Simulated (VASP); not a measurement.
A run of VASP 6.6.1 is set up as follows.

The input POSCAR:

```
MoS2
1.0
    3.1841260000      0.0000000000      0.0000000000
   -1.5920630000      2.7575340000      0.0000000000
    0.0000000000      0.0000000000     17.3346000000
Mo S
1 2
Direct
    0.0000000000      0.0000000000      0.0000000000
    0.3333333333      0.6666666667      0.0894930000
    0.3333333333      0.6666666667      0.9105070000
```

The input INCAR.step1:

```
  ALGO = Normal
  EDIFF = 1E-4
  ENCUT = 520
  GGA = PE
  ISMEAR = -1
  LASPH = True
  LCHARG = False
  LREAL = False
  LWAVE = True
  NBANDS = 20
  NELM = 100
  PREC = Accurate
  SIGMA = 0.1
```

Contents of INCAR.step2:

```
  ALGO = Normal
  EDIFF = 1E-7
  ENCUT = 520
  ISIF = 2
  ISMEAR = -1
  ISTART = 1
  LASPH = True
  LCHARG = False
  LMIXTAU = True
  LREAL = False
  LWAVE = False
  METAGGA = R2SCAN
  NBANDS = 20
  NELM = 100
  PREC = Accurate
  SIGMA = 0.1
```

KPOINTS

```
k-points
0
Gamma
  8 8 2
```

Potentials or basis: VASP PAW PBE potentials, release 64 (Mo_sv, S).

The run is started by

```console
$ cat potpaw_PBE.64/Mo_sv/POTCAR potpaw_PBE.64/S/POTCAR > POTCAR
$ cp INCAR.step1 INCAR
$ mpirun -np 1 vasp_std > vasp.out
$ cp INCAR.step2 INCAR
$ mpirun -np 1 vasp_std > vasp.out
```

Problem. What does it give for the largest force?

Solution. 0.022 eV/Å.

Problem. Estimate the band gap on the k mesh.

Solution. 1.87 eV, indirect (least direct gap 2.10 eV).

Forces in eV/Å, atoms in the order of the input:
```
Mo   0.000  0.000  0.000
S    0.000  0.000  0.022
S    0.000  0.000 -0.022
```

Caveat: the PAW data sets were made with another functional, which shifts forces and pressure a little.
